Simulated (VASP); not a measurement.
# CdS (F-43m) in VASP: single point with PBEsol

Aim: the single point of CdS with PBEsol.

Program: VASP 6.6.1. These are calculated values, not measurements. Logs are shortened: lines on timing, memory, paths and dates and some standing lists are left out, and cuts for length are marked.

## (1) The cell of the first run

Symmetry: F-43m, No. 216, cubic system. The conventional cell has a = 5.825 Å, b = 5.825 Å, c = 5.825 Å, α = 90.00°, β = 90.00°, γ = 90.00°. Within 3.3 Å of Cd (site symmetry -43m) lie 4 S at 2.52 Å. S (site symmetry -43m) has 4 Cd at 2.52 Å within 3.3 Å.

## (2) Single point, PBEsol

The input, INCAR:

```
SYSTEM = CdS
PREC = Accurate ; ENCUT = 500
EDIFF = 1E-6 ; ISMEAR = 0
SIGMA = 0.01 ; LREAL = .False.
LASPH = .True. ; NELM = 120
ALGO = Normal ; ISIF = 2
LWAVE = .False. ; LCHARG = .False.
GGA = PS ; NBANDS = 16
GGA_COMPAT = .False.
```

The input, KPOINTS:

```
regular mesh
0
Gamma
  8 8 8
  0 0 0
```

The input, POSCAR:

```
CdS
1.0
    0.0000000000      2.9125000000      2.9125000000
    2.9125000000      0.0000000000      2.9125000000
    2.9125000000      2.9125000000      0.0000000000
Cd S
1 1
Direct
    0.0000000000      0.0000000000      0.0000000000
    0.2500000000      0.2500000000      0.2500000000
```

Potentials or basis: VASP PAW PBE potentials, release 64 (Cd, S).

Run with:

```bash
$ cat potpaw_PBE.64/Cd/POTCAR potpaw_PBE.64/S/POTCAR > POTCAR
$ mpirun -np 1 vasp_std > vasp.out
```

OUTCAR:

```text
SYSTEM = CdS
   PREC = Accurate
   ENCUT = 500
   EDIFF = 1E-6
   ISMEAR = 0
   LREAL = .False.
   LASPH = .True.
   NELM = 120
   ISIF = 2
   GGA = PS

 ion  position               nearest neighbor table
   1  0.000  0.000  0.000-   2 2.52   2 2.52   2 2.52   2 2.52
   2  0.250  0.250  0.250-   1 2.52   1 2.52   1 2.52   1 2.52

  LATTYP: Found a face centered cubic cell.
 ALAT       =     5.8250000000

  Lattice vectors:

 A1 = (   0.0000000000,   2.9125000000,   2.9125000000)
 A2 = (   2.9125000000,   0.0000000000,   2.9125000000)
 A3 = (   2.9125000000,   2.9125000000,   0.0000000000)

Analysis of symmetry for initial positions (statically):
=====================================================================
 Subroutine PRICEL returns:
 Original cell was already a primitive cell.

 Routine SETGRP: Setting up the symmetry group for a
 face centered cubic supercell.

 Subroutine GETGRP returns: Found 24 space group operations
 (whereof 24 operations were pure point group operations)
 out of a pool of 48 trial point group operations.

The static configuration has the point symmetry T_d .

Analysis of symmetry for dynamics (positions and initial velocities):
=====================================================================
 Subroutine PRICEL returns:
 Original cell was already a primitive cell.

 Routine SETGRP: Setting up the symmetry group for a
 face centered cubic supercell.

 Subroutine GETGRP returns: Found 24 space group operations
 (whereof 24 operations were pure point group operations)
 out of a pool of 48 trial point group operations.

The dynamic configuration has the point symmetry T_d .

 Subroutine INISYM returns: Found 24 space group operations
 (whereof 24 operations are pure point group operations),
 and found     1 'primitive' translations

----------------------------------------------------------------------------------------

                                     Primitive cell

  volume of cell :      49.4115

  direct lattice vectors                    reciprocal lattice vectors
     0.000000000  2.912500000  2.912500000    -0.171673820  0.171673820  0.171673820
     2.912500000  0.000000000  2.912500000     0.171673820 -0.171673820  0.171673820
     2.912500000  2.912500000  0.000000000     0.171673820  0.171673820 -0.171673820

  length of vectors
     4.118897000  4.118897000  4.118897000     0.297347778  0.297347778  0.297347778

  position of ions in fractional coordinates (direct lattice)
     0.000000000  0.000000000  0.000000000
     0.250000000  0.250000000  0.250000000

  ion indices of the primitive-cell ions
   primitive index   ion index
                 1           1
                 2           2

----------------------------------------------------------------------------------------

 KPOINTS: regular mesh

Automatic generation of k-mesh.
 Grid dimensions read from file:
 generate k-points for:    8    8    8

 Generating k-lattice:

  Cartesian coordinates                     Fractional coordinates (reciprocal lattice)
    -0.021459227  0.021459227  0.021459227     0.125000000  0.000000000  0.000000000
     0.021459227 -0.021459227  0.021459227     0.000000000  0.125000000  0.000000000
     0.021459227  0.021459227 -0.021459227     0.000000000  0.000000000  0.125000000

  Length of vectors
     0.037168472  0.037168472  0.037168472

  Shift w.r.t. Gamma in fractional coordinates (k-lattice)
     0.000000000  0.000000000  0.000000000

 Subroutine IBZKPT returns following result:
 ===========================================

 Found     29 irreducible k-points:

 Following reciprocal coordinates:
            Coordinates               Weight
  0.000000  0.000000  0.000000      1.000000
  0.125000  0.000000  0.000000      8.000000
  0.250000  0.000000  0.000000      8.000000
  0.375000  0.000000  0.000000      8.000000
  0.500000  0.000000  0.000000      4.000000
  0.125000  0.125000  0.000000      6.000000
[... 16 lines left out ...]
  0.500000  0.250000  0.125000     48.000000
 -0.375000  0.250000  0.125000     24.000000
 [... further k-points ...]
   k-points           NKPTS =     29   k-points in BZ     NKDIM =     29   number of bands    NBANDS=     16
   number of dos      NEDOS =    301   number of ions     NIONS =      2
   total plane-waves  NPLWV =  27000
   dimension x,y,z NGX =    30 NGY =   30 NGZ =   30
   dimension x,y,z NGXF=    60 NGYF=   60 NGZF=   60
   ions per type =               1   1
   NGX,Y,Z   is equivalent  to a cutoff of  12.11, 12.11, 12.11 a.u.
   NGXF,Y,Z  is equivalent  to a cutoff of  24.22, 24.22, 24.22 a.u.
 SYSTEM =  CdS
   PREC   = accura    normal or accurate (medium, high low for compatibility)
   ISTART =      0    job   : 0-new  1-cont  2-samecut
   ICHARG =      2    charge: 1-file 2-atom 10-const
   ISPIN  =      1    spin polarized calculation?
   LNONCOLLINEAR =      F non collinear calculations
   LSORBIT =      F    spin-orbit coupling
   LASPH  =      T    aspherical Exc in radial PAW
   ENCUT  =  500.0 eV  36.75 Ry    6.06 a.u.   7.51  7.51  7.51*2*pi/ulx,y,z
   NELM   =    120;   NELMIN=  2; NELMDL= -5     # of ELM steps
   EDIFF  = 0.1E-05   stopping-criterion for ELM
   LREAL  =      F    real-space projection
   EDIFFG = 0.1E-04   stopping-criterion for IOM
   NSW    =      0    number of steps for IOM
   IBRION =     -1    ionic relax: 0-MD 1-quasi-New 2-CG
   NFREE  =      0    steps in history (QN), initial steepest desc. (CG)
   ISIF   =      2    stress and relaxation
   ISYM   =      2    0-nonsym 1-usesym 2-fastsym
   POTIM  = 0.5000    time-step for ionic-motion
   TEBEG  =    0.0;   TEEND  =   0.0 temperature during run
   PSTRESS=    0.0 pullay stress
   NELECT =      18.0000    total number of electrons
   NUPDOWN=      -1.0000    fix difference up-down
   EMIN   =  10.00;   EMAX   =-10.00  energy-range for DOS
   EFERMI =   0.00;   METHOD = LEGACY
   ISMEAR =     0;   SIGMA  =   0.01  broadening in eV -4-tet -1-fermi 0-gaus
   EFERMI_NEDOS =   21; number of points for ismear=-14 and -15
   IALGO  =     38    algorithm
   IMIX   =      4    mixing-type and parameters
     AMIX     =   0.40;   BMIX     =  1.00
     AMIX_MAG =   1.60;   BMIX_MAG =  1.00
  volume/ion in A,a.u.               =      24.71       166.72
  Fermi-wavevector in a.u.,A,eV,Ry     =   1.169202  2.209472 18.599633  1.367034
  Thomas-Fermi vector in A             =   2.305679
   LORBIT       =      0    0 simple, 1 ext, 2 COOP (PROOUT), +10 PAW based schemes
   GGA     = PS    functional components
   LHFCALC =     F    Hartree Fock is set to
   AEXX    =    0.0000 exact exchange contribution
   IVDW    =     0    specifies the selected vdW correction
   LEPSILON=     F    determine dielectric tensor
   LRPA    =     F    only Hartree local field effects (RPA)
 non-spin polarized calculation
 Gauss-broadening in eV      SIGMA  =   0.01
  energy-cutoff  :      500.00
  volume of cell :       49.41
 maximum number of plane-waves:      1283
   NGX = 15   NGY = 15   NGZ = 15

 number of electron      18.0000004 magnetization

 Free energy of the ion-electron system (eV)
  ---------------------------------------------------
  ext. energy  EPLUGINS =         0.00000000
  ---------------------------------------------------
  free energy    TOTEN  =        -6.81307598 eV

  energy without entropy =       -6.81307598  energy(sigma->0) =       -6.81307598

 E-fermi :   1.3192     XC(G=0):  -9.3976

 val. band max:        1.2477761635   @ k =   0.0000   0.0000   0.0000
 cond. band min:       2.2642379022   @ k =   0.0000   0.0000   0.0000
 fundamental gap:      1.0164617387
 Fermi energy:         1.3192240853

 k-point     1 :       0.0000    0.0000    0.0000
  band No.  band energies     occupation
      1     -11.1627      2.00000
      2      -6.4972      2.00000
      3      -6.4972      2.00000
      4      -6.4972      2.00000
      5      -6.0033      2.00000
      6      -6.0033      2.00000
[... 8 lines left out ...]
     15      12.6998      0.00000
     16      12.6998      0.00000

 k-point     2 :       0.1250    0.0000    0.0000
  band No.  band energies     occupation
      1     -11.0983      2.00000
      2      -6.4741      2.00000
      3      -6.4741      2.00000
      4      -6.4447      2.00000
      5      -6.0045      2.00000
      6      -6.0045      2.00000
[... 8 lines left out ...]
     15      12.0616      0.00000
     16      13.0555      0.00000

 k-point     3 :       0.2500    0.0000    0.0000
  band No.  band energies     occupation
      1     -10.9416      2.00000
      2      -6.4242      2.00000
      3      -6.4242      2.00000
      4      -6.2526      2.00000
      5      -5.9992      2.00000
      6      -5.9992      2.00000
[... 8 lines left out ...]
     15      11.8149      0.00000
     16      12.3713      0.00000

 k-point     4 :       0.3750    0.0000    0.0000
  band No.  band energies     occupation
      1     -10.7847      2.00000
      2      -6.3857      2.00000
      3      -6.3857      2.00000
      4      -5.9787      2.00000
      5      -5.9787      2.00000
      6      -5.8898      2.00000
[... 8 lines left out ...]
     15      12.6858      0.00000
     16      12.6858      0.00000
[... 324 lines left out ...]
 k-point    22 :       0.3750    0.2500    0.1250
  band No.  band energies     occupation
      1     -10.8266      2.00000
      2      -6.3717      2.00000
      3      -6.3444      2.00000
      4      -6.1832      2.00000
      5      -5.9983      2.00000
      6      -5.9429      2.00000
[... 8 lines left out ...]
     15      13.2113      0.00000
     16      14.9877      0.00000

 k-point    23 :       0.5000    0.2500    0.1250
  band No.  band energies     occupation
      1     -10.7032      2.00000
      2      -6.3351      2.00000
      3      -6.3079      2.00000
      4      -6.0746      2.00000
      5      -5.9693      2.00000
      6      -5.7132      2.00000
[... 8 lines left out ...]
     15      13.9855      0.00000
     16      14.2995      0.00000

 k-point    24 :      -0.3750    0.2500    0.1250
  band No.  band energies     occupation
      1     -10.6529      2.00000
      2      -6.3305      2.00000
      3      -6.2903      2.00000
      4      -6.0317      2.00000
      5      -5.9764      2.00000
      6      -5.5013      2.00000
[... 8 lines left out ...]
     15      13.4448      0.00000
     16      14.3805      0.00000

 [... further k-points ...]

------------------------ aborting loop because EDIFF is reached ----------------------------------------

  FORCE on cell =-STRESS in cart. coord.  units (eV):
  Direction    XX          YY          ZZ          XY          YZ          ZX
  --------------------------------------------------------------------------------------
  -------------------------------------------------------------------------------------
  Total        0.1120851      0.1120851      0.1120851      0.0000000      0.0000000      0.0000000
  in kB        3.6343831      3.6343831      3.6343831      0.0000000      0.0000000      0.0000000
  external PRESSURE =       3.6343831 kB  Pullay stress =       0.0000000 kB

 VOLUME and BASIS-vectors are now :
 -----------------------------------------------------------------------------
  energy-cutoff  :      500.00
  volume of cell :       49.41
      direct lattice vectors                 reciprocal lattice vectors
     0.000000000  2.912500000  2.912500000    -0.171673820  0.171673820  0.171673820
     2.912500000  0.000000000  2.912500000     0.171673820 -0.171673820  0.171673820
     2.912500000  2.912500000  0.000000000     0.171673820  0.171673820 -0.171673820

 POSITION                                       TOTAL-FORCE (eV/Angst)
 -----------------------------------------------------------------------------------
      0.00000      0.00000      0.00000         0.000000      0.000000      0.000000
      1.45625      1.45625      1.45625        -0.000000     -0.000000     -0.000000
 -----------------------------------------------------------------------------------
    total drift:                               -0.000000     -0.000000     -0.000000

  FREE ENERGIE OF THE ION-ELECTRON SYSTEM (eV)
  ---------------------------------------------------
  free  energy   TOTEN  =        -6.8130759827 eV

  energy  without entropy=       -6.8130759827  energy(sigma->0) =       -6.81307598
```

Run time: 16 s. Hardware: 1 thread of Intel Xeon Platinum 8488C (Sapphire Rapids), shared host; peak memory 0.17 GiB.

Results:

* Free energy: -6.8131 eV
* Pressure: 0.4 GPa
* Band gap on the k mesh: 1.02 eV

Caveat: the PAW data sets were made with another functional, which shifts forces and pressure a little.
